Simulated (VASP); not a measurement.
Crystal: BN.

```
B N
1.0
     2.50400    0.00000    0.00000
    -1.25200    2.16853    0.00000
     0.00000    0.00000    6.66100
B N
2 2
Direct
  0.33333 0.66667 0.25000
  0.66667 0.33333 0.75000
  0.66667 0.33333 0.25000
  0.33333 0.66667 0.75000
```

| Item | Value |
| --- | --- |
| Program | VASP 6.6.1 |
| Task | relaxation of cell and atoms |
| Functional | PBE |
| Potentials or basis | VASP PAW PBE potentials, release 64 (B_h, N_h) |
| Cutoff | 1330 eV |
| k mesh | 12 × 12 × 4 |
| Occupations | gaussian, width 0.01 eV |
| Spin | no spin polarisation |

At the start: pressure 3.1 GPa; volume 9.04 Å³/atom.

Task: How do energy, volume and symmetry change on relaxing?

Result: Over 27 steps the energy falls by 11.0 meV/atom and the volume is 11.05 Å³/atom (+22.2 %); space group P6_3/mmc (No. 194, to 0.1 Å) before and after.

Step by step:
```
step  energy change (eV)  largest force (eV/Å)  pressure (GPa)  volume (Å³)
   1              0.0000                0.0000            3.06        36.17
   2              0.0017                0.0000           -3.20        37.08
   3             -0.0039                0.0000            0.15        36.58
   4             -0.0085                0.0000            0.13        36.87
   5             -0.0195                0.0000            0.11        37.76
   6             -0.0333                0.0000            0.19        39.51
   7             -0.0431                0.0000            0.60        43.02
   8             -0.0435                0.0000            0.69        43.74
   9              0.0104                0.0000           -8.14        46.50
  10             -0.0438                0.0000           -0.04        43.94
  11             -0.0438                0.0000           -0.01        43.93
  12             -0.0438                0.0000            0.00        43.93
  13             -0.0438                0.0000            0.15        43.93
  14             -0.0438                0.0000            0.06        43.93
  15             -0.0438                0.0000            0.08        43.93
  16             -0.0438                0.0000            0.07        43.95
  17             -0.0438                0.0000            0.09        43.98
  18             -0.0438                0.0000            0.03        44.00
  19             -0.0438                0.0000           -0.03        44.02
  20             -0.0438                0.0000           -0.02        44.02
  21             -0.0438                0.0000           -0.03        44.03
  22             -0.0438                0.0000           -0.05        44.06
  23             -0.0438                0.0000           -0.09        44.12
  24             -0.0438                0.0000           -0.08        44.12
  25             -0.0439                0.0000           -0.08        44.13
  26             -0.0439                0.0000           -0.06        44.15
  27             -0.0439                0.0000           -0.01        44.19
```

Final structure:
```
B N
1.0
     2.51167    0.00000    0.00000
    -1.25584    2.17517    0.00000
     0.00000    0.00000    8.08890
B N
2 2
Direct
  0.33333 0.66667 0.25000
  0.66667 0.33333 0.75000
  0.66667 0.33333 0.25000
  0.33333 0.66667 0.75000
```

Caveat: the volume moved by over 15 % at a fixed basis, so the end points are rough; this functional lacks dispersion, which binds layers or chains, so the pressure and a relaxed spacing across them are unreliable.
